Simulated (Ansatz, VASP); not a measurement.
# SiO2: VASP beside Ansatz

POSCAR

```
SiO2
1.0
    4.8775258126      0.0000000000      0.0000000000
    0.0000000000      4.8775258126      0.0000000000
    0.0000000000      0.0000000000      6.7737188720
Si O
4 8
Direct
    0.3024588131      0.3024588131      0.0000000000
    0.1975411869      0.8024588131      0.2500000000
    0.6975411869      0.6975411869      0.5000000000
    0.8024588131      0.1975411869      0.7500000000
    0.2381684589      0.1092706349      0.1814546508
    0.3907293651      0.7381684589      0.4314546508
    0.7618315411      0.8907293651      0.6814546508
    0.6092706349      0.2618315411      0.9314546508
    0.7381684589      0.3907293651      0.5685453492
    0.8907293651      0.7618315411      0.3185453492
    0.2618315411      0.6092706349      0.0685453492
    0.1092706349      0.2381684589      0.8185453492
```

INCAR.step1

```
SYSTEM = SiO2
PREC     = Accurate       ! precision mode
ENCUT    = 520            ! plane-wave cutoff, eV
ISMEAR   = 0              ! smearing method
SIGMA    = 0.01           ! smearing width, eV
LREAL    = .False.        ! projectors in reciprocal space
LASPH    = .True.         ! aspherical terms in the spheres
NELM     = 80             ! most SCF steps
NBANDS   = 44             ! bands
GGA      = PE             ! functional
ALGO     = Normal         ! electronic algorithm
EDIFF    = 1E-4           ! SCF threshold, eV
LWAVE    = .True.         ! write WAVECAR
LCHARG   = .False.        ! write CHGCAR
```

INCAR.step2

```
SYSTEM = SiO2
PREC     = Accurate       ! precision mode
ENCUT    = 520            ! plane-wave cutoff, eV
EDIFF    = 1E-7           ! SCF threshold, eV
ISMEAR   = 0              ! smearing method
SIGMA    = 0.01           ! smearing width, eV
LREAL    = .False.        ! projectors in reciprocal space
LASPH    = .True.         ! aspherical terms in the spheres
NELM     = 80             ! most SCF steps
ALGO     = Normal         ! electronic algorithm
ISIF     = 2              ! what is computed and relaxed
LWAVE    = .False.        ! write WAVECAR
LCHARG   = .False.        ! write CHGCAR
METAGGA  = R2SCAN         ! meta-GGA
LMIXTAU  = .True.       
NBANDS   = 44             ! bands
ISTART   = 1
```

File KPOINTS:

```
regular mesh
0
Gamma
  4 4 4
  0 0 0
```

Input for Ansatz:

```yaml
crystal:
  lattice:
    - [4.8775258126, 0.0, 0.0]
    - [0.0, 4.8775258126, 0.0]
    - [0.0, 0.0, 6.773718872]
  atoms:
    - { symbol: Si, position: [0.3024588131, 0.3024588131, 0.0] }
    - { symbol: Si, position: [0.1975411869, 0.8024588131, 0.25] }
    - { symbol: Si, position: [0.6975411869, 0.6975411869, 0.5] }
    - { symbol: Si, position: [0.8024588131, 0.1975411869, 0.75] }
    - { symbol: O, position: [0.2381684589, 0.1092706349, 0.1814546508] }
    - { symbol: O, position: [0.3907293651, 0.7381684589, 0.4314546508] }
    - { symbol: O, position: [0.7618315411, 0.8907293651, 0.6814546508] }
    - { symbol: O, position: [0.6092706349, 0.2618315411, 0.9314546508] }
    - { symbol: O, position: [0.7381684589, 0.3907293651, 0.5685453492] }
    - { symbol: O, position: [0.8907293651, 0.7618315411, 0.3185453492] }
    - { symbol: O, position: [0.2618315411, 0.6092706349, 0.0685453492] }
    - { symbol: O, position: [0.1092706349, 0.2381684589, 0.8185453492] }
kpoints:
  mp_grid: { grid: [4, 4, 4] }
hamiltonian:
  xc: r2scan
scf:
  occupations: { method: fixed }
  n_extra_bands: 7
output:
  forces: true
  stress: true
  eigenvalues: true
```

Alike in both runs: task single point; functional r2SCAN; k mesh 4 × 4 × 4; no spin polarisation.

|  | VASP | Ansatz |
| --- | --- | --- |
| version | VASP 6.6.1 | Ansatz 0.2.0 |
| potentials or method | VASP PAW PBE potentials, release 64 (Si, O) | plane waves, PAW |
| plane-wave cutoff (eV) | 520 | 500 |
| occupations | gaussian, width 0.01 eV | fixed |
| valence electrons in the cell | 64 | 64 |

|  | VASP | Ansatz | Ansatz less VASP |
| --- | --- | --- | --- |
| gap on the k mesh at the Fermi level (eV) | 6.66 | 6.65 | -0.001 |
| pressure (GPa) | 12.7 | 12.4 | -0.23 |
| rms of the force components (eV/Å) | 0.361 | 0.361 | -0.0001 |

VASP's potentials were made for PBE, not for r2SCAN. Atom by atom the forces differ by 0.011 eV/Å (rms over components).
